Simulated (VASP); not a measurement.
# TaN (P-62m) in VASP: notebook, part 2 of 3

VASP 6.6.1. Earlier steps stand in the parts before.

## Step 3: Single point, LDA

This run uses another cell than the first one, of 10.85 Å³/atom.

INCAR reads:

```
  ALGO = Normal
  EDIFF = 1E-6
  ENCUT = 700
  GGA = CA
  GGA_COMPAT = False
  ISIF = 2
  ISMEAR = -1
  LASPH = True
  LCHARG = False
  LREAL = False
  LWAVE = False
  NBANDS = 36
  NELM = 120
  PREC = Accurate
  SIGMA = 0.1
```

KPOINTS reads:

```
k-points
0
Gamma
  5 5 8
```

POSCAR reads:

```
TaN
1.0
    5.1250891351      0.0000000000      0.0000000000
   -2.5625445675      4.4384573877      0.0000000000
    0.0000000000      0.0000000000      2.8625019700
Ta N
3 3
Direct
    0.3333333333      0.6666666667      0.5000000000
    0.6666666667      0.3333333333      0.5000000000
    0.0000000000      0.0000000000      0.0000000000
    0.3936865949      0.0000000000      0.0000000000
    0.6063134051      0.6063134051      0.0000000000
    0.0000000000      0.3936865949      0.0000000000
```

Potentials or basis: VASP PAW LDA potentials, release 64 (Ta_sv_GW, N).

On the command line:

```sh
$ cat potpaw_LDA.64/Ta_sv_GW/POTCAR potpaw_LDA.64/N/POTCAR > POTCAR
$ mpirun -np 1 vasp_std > vasp.out
```

Run time: 90 s. Hardware: 1 thread of AMD EPYC 9R45 (Zen 5), shared host; peak memory 0.21 GiB.

Results (log left out):

```yaml
Free_energy: -81.6799 eV
Pressure: 6.1 GPa
Largest_force: 0.017 eV/Å
Band_gap_on_the_k_mesh: zero (bands 27 and 28 overlap by 3.24 eV)
```

Forces on the atoms (eV/Å):
```
Ta   0.000  0.000  0.000
Ta   0.000  0.000  0.000
Ta   0.000  0.000  0.000
N    0.017  0.000  0.000
N   -0.009 -0.015  0.000
N   -0.009  0.015  0.000
```

Levels at points of the mesh, in eV from the Fermi level:
| k point | band 23 | band 24 | band 25 | band 26 | band 27 | band 28 | band 29 | band 30 | band 31 | band 32 |
| --- | --- | --- | --- | --- | --- | --- | --- | --- | --- | --- |
| (0.00, 0.00, 0.00) | -5.32 | -4.49 | -3.48 | -2.13 | -1.12 | -1.12 | 0.45 | 0.45 | 1.77 | 1.93 |
| (0.00, 0.00, 0.50) | -4.75 | -4.51 | -3.13 | -3.13 | 1.86 | 1.86 | 2.03 | 2.18 | 2.18 | 3.35 |

Caveat: the cell stands under pressure; spin-orbit coupling is left out, which moves the levels of the heavy elements.

## Step 4: Single point, LDA

This run uses another cell than the first one, of 10.94 Å³/atom.

INCAR reads:

```
SYSTEM = TaN
PREC = Accurate
ENCUT = 700
EDIFF = 1E-6
ISMEAR = -1
SIGMA = 0.1
LREAL = .False.
LASPH = .True.
NELM = 120
ALGO = Normal
ISIF = 2
LWAVE = .False.
LCHARG = .False.
NBANDS = 36
GGA_COMPAT = .False.
```

KPOINTS reads:

```
Automatic mesh
0
Gamma
  5 5 8
  0 0 0
```

POSCAR reads:

```
TaN
1.0
    5.1403598850      0.0000000000      0.0000000000
   -2.5701799425      4.4516822450      0.0000000000
    0.0000000000      0.0000000000      2.8694131804
Ta N
3 3
Direct
    0.3333333333      0.6666666667      0.5000000000
    0.6666666667      0.3333333333      0.5000000000
    0.0000000000      0.0000000000      0.0000000000
    0.3933360659      0.0000000000      0.0000000000
    0.6066639341      0.6066639341      0.0000000000
    0.0000000000      0.3933360659      0.0000000000
```

Potentials or basis: VASP PAW LDA potentials, release 64 (Ta_sv_GW, N).

On the command line:

```sh
$ cat potpaw_LDA.64/Ta_sv_GW/POTCAR potpaw_LDA.64/N/POTCAR > POTCAR
$ mpirun -np 1 vasp_std > vasp.out
```

OUTCAR:

```text
SYSTEM = TaN
   PREC = Accurate
   ENCUT = 700
   EDIFF = 1E-6
   ISMEAR = -1
   LREAL = .False.
   LASPH = .True.
   NELM = 120
   ISIF = 2

 ion  position               nearest neighbor table
   1  0.333  0.667  0.500-   4 2.14   4 2.14   6 2.14   6 2.14   5 2.14   5 2.14   2 2.97   2 2.97
                             2 2.97   3 3.30   3 3.30   3 3.30   3 3.30   3 3.30   3 3.30
   2  0.667  0.333  0.500-   6 2.14   6 2.14   4 2.14   4 2.14   5 2.14   5 2.14   1 2.97   1 2.97
                             1 2.97   3 3.30   3 3.30   3 3.30   3 3.30   3 3.30   3 3.30
   3  0.000  0.000  0.000-   5 2.02   6 2.02   4 2.02   2 3.30   1 3.30   1 3.30   2 3.30   1 3.30
                             1 3.30   2 3.30   2 3.30   2 3.30   2 3.30   1 3.30   1 3.30
   4  0.393  0.000  0.000-   3 2.02   1 2.14   1 2.14   2 2.14   2 2.14
   5  0.607  0.607  0.000-   3 2.02   2 2.14   2 2.14   1 2.14   1 2.14
   6  0.000  0.393  0.000-   3 2.02   2 2.14   2 2.14   1 2.14   1 2.14

  LATTYP: Found a hexagonal cell.
 ALAT       =     5.1403598850
 C/A-ratio  =     0.5582125074

  Lattice vectors:

 A1 = (   5.1403598850,   0.0000000000,   0.0000000000)
 A2 = (  -2.5701799425,   4.4516822450,   0.0000000000)
 A3 = (   0.0000000000,   0.0000000000,   2.8694131804)

Analysis of symmetry for initial positions (statically):
=====================================================================
 Subroutine PRICEL returns:
 Original cell was already a primitive cell.

 Routine SETGRP: Setting up the symmetry group for a
 hexagonal supercell.

 Subroutine GETGRP returns: Found 12 space group operations
 (whereof 12 operations were pure point group operations)
 out of a pool of 24 trial point group operations.

The static configuration has the point symmetry D_3h.

Analysis of symmetry for dynamics (positions and initial velocities):
=====================================================================
 Subroutine PRICEL returns:
 Original cell was already a primitive cell.

 Routine SETGRP: Setting up the symmetry group for a
 hexagonal supercell.

[... 129 lines left out ...]
   IMIX   =      4    mixing-type and parameters
     AMIX     =   0.40;   BMIX     =  1.00
     AMIX_MAG =   1.60;   BMIX_MAG =  1.00
  volume/ion in A,a.u.               =      10.94        73.85
  Fermi-wavevector in a.u.,A,eV,Ry     =   1.533802  2.898465 32.008346  2.352547
  Thomas-Fermi vector in A             =   2.640818
   LORBIT       =      0    0 simple, 1 ext, 2 COOP (PROOUT), +10 PAW based schemes
   GGA     = CA    functional components
   LHFCALC =     F    Hartree Fock is set to
   AEXX    =    0.0000 exact exchange contribution
   IVDW    =     0    specifies the selected vdW correction
   LEPSILON=     F    determine dielectric tensor
   LRPA    =     F    only Hartree local field effects (RPA)
 non-spin polarized calculation
  energy-cutoff  :      700.00
  volume of cell :       65.66
 maximum number of plane-waves:      2784
 NGX is ok and might be reduce to    48
   NGX = 23   NGY = 23   NGZ = 13

 number of electron      53.9999996 magnetization

 Free energy of the ion-electron system (eV)
  ---------------------------------------------------
  ext. energy  EPLUGINS =         0.00000000
  ---------------------------------------------------
  free energy    TOTEN  =       -81.69686936 eV

  energy without entropy =      -81.67115123  energy(sigma->0) =      -81.68401030

 E-fermi :  12.6743     XC(G=0): -13.8196

 val. band max:       12.4744604252   @ k =   0.2000   0.0000   0.1250
 cond. band min:      12.8063012259   @ k =   0.2000   0.0000   0.2500
 fundamental gap:      0.3318408006
 Fermi energy:        12.6743441046

 k-point     1 :       0.0000    0.0000    0.0000
  band No.  band energies     occupation
      1     -56.3909      2.00000
      2     -56.3368      2.00000
      3     -55.7557      2.00000
      4     -23.4738      2.00000
      5     -23.4738      2.00000
      6     -23.0849      2.00000
[... 925 lines left out ...]
     35      17.6691      0.00000
     36      18.0273      0.00000

 [... further k-points ...]
[... 5 lines left out ...]
  --------------------------------------------------------------------------------------
  -------------------------------------------------------------------------------------
  Total        1.2690468      1.2690468      1.2834713     -0.0000000      0.0000000      0.0000000
  in kB       30.9654539     30.9654539     31.3174202     -0.0000000      0.0000000      0.0000000
  external PRESSURE =      31.0827760 kB  Pullay stress =       0.0000000 kB

 VOLUME and BASIS-vectors are now :
 -----------------------------------------------------------------------------
  energy-cutoff  :      700.00
  volume of cell :       65.66
      direct lattice vectors                 reciprocal lattice vectors
     5.140359885  0.000000000  0.000000000     0.194538908  0.112317091  0.000000000
    -2.570179942  4.451682245  0.000000000     0.000000000  0.224634182  0.000000000
     0.000000000  0.000000000  2.869413180     0.000000000  0.000000000  0.348503313

 POSITION                                       TOTAL-FORCE (eV/Angst)
 -----------------------------------------------------------------------------------
     -0.00000      2.96779      1.43471        -0.000000      0.000000     -0.000000
      2.57018      1.48389      1.43471         0.000000     -0.000000     -0.000000
      0.00000      0.00000      0.00000        -0.000000      0.000000     -0.000000
      2.02189      0.00000      0.00000         0.017144     -0.000000      0.000000
      1.55924      2.70068      0.00000        -0.008572     -0.014847     -0.000000
     -1.01094      1.75101      0.00000        -0.008572      0.014847     -0.000000
 -----------------------------------------------------------------------------------
    total drift:                               -0.000000     -0.000000      0.000000

  FREE ENERGIE OF THE ION-ELECTRON SYSTEM (eV)
  ---------------------------------------------------
  free  energy   TOTEN  =       -81.6968693638 eV

  energy  without entropy=      -81.6711512305  energy(sigma->0) =      -81.68401030
```

Run time: 2.5 min. Hardware: 1 thread of AMD EPYC 9R14 (Zen 4), shared host; peak memory 0.21 GiB.

What came out:

| Quantity | Value |
| --- | --- |
| Free energy | -81.6969 eV |
| Pressure | 3.1 GPa |
| Largest force | 0.017 eV/Å |
| Band gap on the k mesh | zero (bands 27 and 28 overlap by 3.21 eV) |

Forces on the atoms (eV/Å):
```
Ta   0.000  0.000  0.000
Ta   0.000  0.000  0.000
Ta   0.000  0.000  0.000
N    0.017  0.000  0.000
N   -0.009 -0.015  0.000
N   -0.009  0.015  0.000
```

Levels at points of the mesh, in eV from the Fermi level:
| k point | band 25 | band 26 | band 27 | band 28 | band 29 | band 30 |
| --- | --- | --- | --- | --- | --- | --- |
| (0.00, 0.00, 0.00) | -3.46 | -2.11 | -1.11 | -1.11 | 0.46 | 0.46 |
| (0.00, 0.00, 0.50) | -3.09 | -3.09 | 1.84 | 1.84 | 2.02 | 2.16 |

Caveat: the cell stands under pressure; spin-orbit coupling is left out, which moves the levels of the heavy elements.

## Step 5: Single point, LDA

This run uses another cell than the first one, of 11.07 Å³/atom.

INCAR reads:

```
SYSTEM = TaN
PREC = Accurate
ENCUT = 700
EDIFF = 1E-6
ISMEAR = -1
SIGMA = 0.1
LREAL = .FALSE.
LASPH = .TRUE.
NELM = 120
ALGO = Normal
ISIF = 2
LWAVE = .FALSE.
LCHARG = .FALSE.
GGA = CA
NBANDS = 36
GGA_COMPAT = .FALSE.
```

KPOINTS reads:

```
Automatic mesh
0
G
  5 5 8
  0 0 0
```

POSCAR reads:

```
TaN
1.0
    5.1616441993      0.0000000000      0.0000000000
   -2.5808220996      4.4701150019      0.0000000000
    0.0000000000      0.0000000000      2.8791118526
Ta N
3 3
Direct
    0.3333333333      0.6666666667      0.5000000000
    0.6666666667      0.3333333333      0.5000000000
    0.0000000000      0.0000000000      0.0000000000
    0.3928467213      0.0000000000      0.0000000000
    0.6071532787      0.6071532787      0.0000000000
    0.0000000000      0.3928467213      0.0000000000
```

On the command line:

```sh
$ cat potpaw_LDA.64/Ta_sv_GW/POTCAR potpaw_LDA.64/N/POTCAR > POTCAR
$ mpirun -np 1 vasp_std > vasp.out
```

Run time: 2.2 min. Hardware: 1 thread of Intel Xeon Platinum 8259CL at 2.50GHz (Skylake/Cascade Lake), shared host; peak memory 0.25 GiB.

The run converged. Its results:

* Free energy: -81.7035 eV
* Pressure: -1.0 GPa
* Largest force: 0.017 eV/Å
* Band gap on the k mesh: zero (bands 27 and 28 overlap by 3.17 eV)

Forces on the atoms (eV/Å):
```
Ta   0.000  0.000  0.000
Ta   0.000  0.000  0.000
Ta   0.000  0.000  0.000
N    0.017  0.000  0.000
N   -0.008 -0.014  0.000
N   -0.008  0.014  0.000
```

Levels at points of the mesh, in eV from the Fermi level:
```csv
k point,band 23,band 24,band 25,band 26,band 27,band 28,band 29,band 30,band 31,band 32
"(0.00, 0.00, 0.00)",-5.25,-4.42,-3.43,-2.10,-1.09,-1.09,0.47,0.47,1.69,1.89
"(0.00, 0.00, 0.50)",-4.69,-4.47,-3.04,-3.04,1.81,1.81,2.01,2.13,2.13,3.26
```

Caveat: spin-orbit coupling is left out, which moves the levels of the heavy elements.

[end of part 2 of 3]

The gap in the log of VASP goes by the Fermi energy; the results here count the filled bands.